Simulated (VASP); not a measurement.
# Li3Dy in VASP: notebook, part 2 of 2

VASP 6.6.1. Earlier steps stand in the parts before.

## 3. Single point, PBE

This run uses another cell than the first one, of 22.53 Å³/atom.

Contents of INCAR:

```
SYSTEM = Li3Dy
PREC     = Accurate       ! precision mode
ENCUT    = 750            ! plane-wave cutoff, eV
EDIFF    = 1E-6           ! SCF threshold, eV
ISMEAR   = 0              ! smearing method
SIGMA    = 0.1            ! smearing width, eV
LREAL    = .False.        ! projectors in reciprocal space
LASPH    = .True.         ! aspherical terms in the spheres
NELM     = 200            ! most SCF steps
ALGO     = Normal         ! electronic algorithm
ISIF     = 2              ! what is computed and relaxed
LWAVE    = .False.        ! write WAVECAR
LCHARG   = .True.         ! write CHGCAR
GGA      = PE             ! functional
LELF     = .True.         ! ELF
LVHAR    = .True.       
NBANDS   = 28             ! bands
GGA_COMPAT= .False.      
LMAXMIX  = 6              ! l up to which the mixer works
```

Contents of KPOINTS:

```
Automatic mesh
0
Gamma
  6 4 2
  0 0 0
```

Contents of POSCAR:

```
Li3Dy
1.0
    3.4114255171     -0.0000480952      0.0198748528
   -0.0001695416      3.5036943604      0.0124617946
   -0.0952473739     -0.0456570257     15.0795130907
Li Dy
6 2
Direct
    0.0002857082      0.0000714498      0.6037428939
    0.9990353537      1.0001017408      0.1037036255
    0.5000000000      0.5000000000      0.5000000000
    0.5000000000      0.5000000000      0.0000000000
    0.0009646463     -0.0001017408      0.8962963745
    0.9997142918      0.9999285502      0.3962571061
    0.5007911382      0.4999850849      0.7500056173
    0.4992088618      0.5000149151      0.2499943827
```

Potentials or basis: VASP PAW PBE potentials, release 64 (Li_sv, Dy_3), 4f in core.

Run with:

```console
cat potpaw_PBE.64/Li_sv/POTCAR potpaw_PBE.64/Dy_3/POTCAR > POTCAR
mpirun -np 1 vasp_std > vasp.out
```

Run time: 3.8 min. Hardware: 1 thread of Intel Xeon Platinum 8375C at 2.90GHz (Ice Lake), shared host; peak memory 0.47 GiB.

It converged, with:

- Free energy: -19.8153 eV
- Pressure: 0.0 GPa
- Largest force: 0.010 eV/Å
- Band gap on the k mesh: zero (bands 18 and 19 overlap by 0.65 eV)

Forces in eV/Å, atoms in the order of the input:
```
Li   0.000  0.000 -0.010
Li   0.002  0.000 -0.008
Li   0.000  0.000  0.000
Li   0.000  0.000  0.000
Li  -0.002  0.000  0.008
Li   0.000  0.000  0.010
Dy  -0.001  0.000  0.000
Dy   0.001  0.000  0.000
```

Levels at points of the mesh, in eV from the Fermi level:
| k point | band 15 | band 16 | band 17 | band 18 | band 19 | band 20 | band 21 | band 22 |
| --- | --- | --- | --- | --- | --- | --- | --- | --- |
| (0.00, 0.00, 0.00) | -2.92 | -2.24 | -1.19 | -0.46 | -0.11 | -0.11 | 1.26 | 1.49 |
| (0.50, 0.00, 0.00) | -1.21 | -0.77 | -0.68 | -0.54 | 0.18 | 0.31 | 0.40 | 0.51 |
| (0.00, 0.50, 0.00) | -1.28 | -0.91 | -0.68 | -0.65 | 0.00 | 0.11 | 0.34 | 0.40 |
| (0.50, 0.50, 0.00) | -0.39 | -0.32 | 0.07 | 0.19 | 0.59 | 0.61 | 1.53 | 1.54 |
| (0.00, 0.00, 0.50) | -2.62 | -2.62 | -0.78 | -0.78 | -0.11 | -0.11 | 1.39 | 1.39 |
| (0.50, 0.00, 0.50) | -1.09 | -1.09 | -0.22 | -0.22 | -0.17 | -0.17 | 0.63 | 0.63 |
| (0.00, 0.50, 0.50) | -1.16 | -1.16 | -0.31 | -0.31 | -0.31 | -0.31 | 0.48 | 0.48 |
| (0.50, 0.50, 0.50) | -0.24 | -0.23 | -0.16 | -0.16 | 1.24 | 1.24 | 1.25 | 1.25 |

Caveat: the k points lie up to 0.45 Å⁻¹ apart, too coarse for converged energies and pressures of a metal; spin-orbit coupling is left out, which moves the levels of the heavy elements; the 4f electrons are frozen in the core, so they carry no moment and show no levels. Spin polarisation is off, so any magnetic state and its effect on volume and gap are missing.

## 4. Relaxation of cell and atoms, PBE

This run uses another cell than the first one: it holds 4 atoms, not 8.

Contents of INCAR:

```
SYSTEM = Li3Dy
PREC     = Accurate       ! precision mode
ENCUT    = 750            ! plane-wave cutoff, eV
EDIFF    = 1E-7           ! SCF threshold, eV
ISMEAR   = 0              ! smearing method
SIGMA    = 0.1            ! smearing width, eV
LREAL    = .FALSE.        ! projectors in reciprocal space
LASPH    = .TRUE.         ! aspherical terms in the spheres
NELM     = 200            ! most SCF steps
ALGO     = Normal         ! electronic algorithm
ISIF     = 3              ! what is computed and relaxed
LWAVE    = .FALSE.        ! write WAVECAR
LCHARG   = .FALSE.        ! write CHGCAR
GGA      = PE             ! functional
IBRION   = 2              ! ionic algorithm
NSW      = 90             ! ionic steps
EDIFFG   = -0.04          ! ionic threshold
GGA_COMPAT= .FALSE.      
NELMIN   = 4            
LMAXMIX  = 6              ! l up to which the mixer works
```

Contents of KPOINTS:

```
regular mesh
0
G
  6 6 2
  0 0 0
```

Contents of POSCAR:

```
Li3Dy
1.0
    3.4114834121      0.0000000000      0.0000000000
    0.0000000000      3.5037165262      0.0000000000
    0.0000000000      0.0000000000      7.5399415064
Li Dy
3 1
Direct
    0.0000000000      0.0000000000      0.2074465195
    0.5000000000      0.5000000000      0.0000000000
    0.0000000000      0.0000000000      0.7925534805
    0.5000000000      0.5000000000      0.5000000000
```

Potentials or basis: VASP PAW PBE potentials, release 64 (Li_sv, Dy_3), 4f in core.

Run with:

```console
cat potpaw_PBE.64/Li_sv/POTCAR potpaw_PBE.64/Dy_3/POTCAR > POTCAR
mpirun -np 1 vasp_std > vasp.out
```

OUTCAR:

```text
SYSTEM = Li3Dy
   PREC = Accurate
   ENCUT = 750
   EDIFF = 1E-7
   ISMEAR = 0
   LREAL = .FALSE.
   LASPH = .TRUE.
   NELM = 200
   ISIF = 3
   GGA = PE
   IBRION = 2
   NSW = 90
   EDIFFG = -0.04
   NELMIN = 4

 ion  position               nearest neighbor table
   1  0.000  0.000  0.207-
   2  0.500  0.500  0.000-
   3  0.000  0.000  0.793-
   4  0.500  0.500  0.500-

[... 584 lines left out ...]

  FORCE on cell =-STRESS in cart. coord.  units (eV):
  Direction    XX          YY          ZZ          XY          YZ          ZX
  --------------------------------------------------------------------------------------
  -------------------------------------------------------------------------------------
  Total        0.0568767     -0.0665948      0.0615808      0.0000000      0.0000000      0.0000000
  in kB        1.0111244     -1.1838888      1.0947527      0.0000000      0.0000000      0.0000000
  external PRESSURE =       0.3073294 kB  Pullay stress =       0.0000000 kB

 VOLUME and BASIS-vectors are now :
 -----------------------------------------------------------------------------
  energy-cutoff  :      750.00
  volume of cell :       90.12
      direct lattice vectors                 reciprocal lattice vectors
     3.411483412  0.000000000  0.000000000     0.293127616  0.000000000  0.000000000
     0.000000000  3.503716526  0.000000000     0.000000000  0.285411218  0.000000000
     0.000000000  0.000000000  7.539941506     0.000000000  0.000000000  0.132627024

 POSITION                                       TOTAL-FORCE (eV/Angst)
 -----------------------------------------------------------------------------------
      0.00000      0.00000      1.56413         0.000000      0.000000      0.031188
      1.70574      1.75186      0.00000         0.000000      0.000000      0.000000
      0.00000      0.00000      5.97581         0.000000      0.000000     -0.031188
      1.70574      1.75186      3.76997         0.000000      0.000000      0.000000
 -----------------------------------------------------------------------------------
    total drift:                                0.000000      0.000000      0.000000

  FREE ENERGIE OF THE ION-ELECTRON SYSTEM (eV)
  ---------------------------------------------------
  free  energy   TOTEN  =        -9.8601972467 eV

  energy  without entropy=       -9.8353151551  energy(sigma->0) =       -9.84775620

 reached required accuracy - stopping structural energy minimisation
```

Run time: 75 s. Hardware: 1 thread of Intel Xeon Platinum 8375C at 2.90GHz (Ice Lake), shared host; peak memory 0.29 GiB.

What came out:

- Free energy: -9.8602 eV
- Pressure after relaxing: 0.0 GPa
- Largest force after relaxing: 0.031 eV/Å
- Band gap on the k mesh: zero (bands 9 and 10 overlap by 0.73 eV)

Forces in eV/Å, atoms in the order of the input:
```
Li   0.000  0.000  0.031
Li   0.000  0.000  0.000
Li   0.000  0.000 -0.031
Dy   0.000  0.000  0.000
```

Stress tensor (GPa, compression positive):
```
 0.10  0.00  0.00
 0.00 -0.12  0.00
 0.00  0.00  0.11
```

Final structure:
```
Li Dy
1.0
     3.41148    0.00000    0.00000
     0.00000    3.50372    0.00000
     0.00000    0.00000    7.53994
Li Dy
3 1
Direct
  0.00000 0.00000 0.20745
  0.50000 0.50000 0.00000
  0.00000 0.00000 0.79255
  0.50000 0.50000 0.50000
```

Caveat: the k points lie up to 0.42 Å⁻¹ apart in the final cell, too coarse for converged energies and pressures of a metal; the relaxation stopped at its first step, so nothing moved; spin-orbit coupling is left out, which moves the levels of the heavy elements; the 4f electrons are frozen in the core, so they carry no moment and show no levels. Spin polarisation is off, so any magnetic state and its effect on volume and gap are missing.

## 5. Summary

```tsv
task	cell	k mesh	smearing	gap on the mesh (eV)	pressure (GPa)	largest force (eV/Å)
single point	a = 4.123, b = 4.123, c = 12.002 Å, 8 atoms, atomic positions A	6 × 6 × 2	gaussian 0.2 eV	none	0.0	-
single point	a = 3.411, b = 3.504, c = 15.080 Å, 8 atoms, atomic positions B	6 × 4 × 2	gaussian 0.1 eV	none	0.0	0.01
relaxation of cell and atoms	relaxed from a = 3.411, b = 3.504, c = 7.540 Å, 4 atoms, atomic positions C	6 × 6 × 2	gaussian 0.1 eV	none	0.0	0.03
```

Alike in all rows: level PBE; potentials or basis VASP PAW PBE potentials, release 64 (Li_sv, Dy_3), 4f in core; no spin polarisation; cutoff (eV) 750.

Caveats: some runs use coarse meshes; spin-orbit coupling is left out, which moves the levels of the heavy elements; the 4f electrons are frozen in the core, so they carry no moment and show no levels; the relaxation stopped at its first step, so nothing moved (at least some runs).

Absolute energies hang on the potentials; compare differences alone.
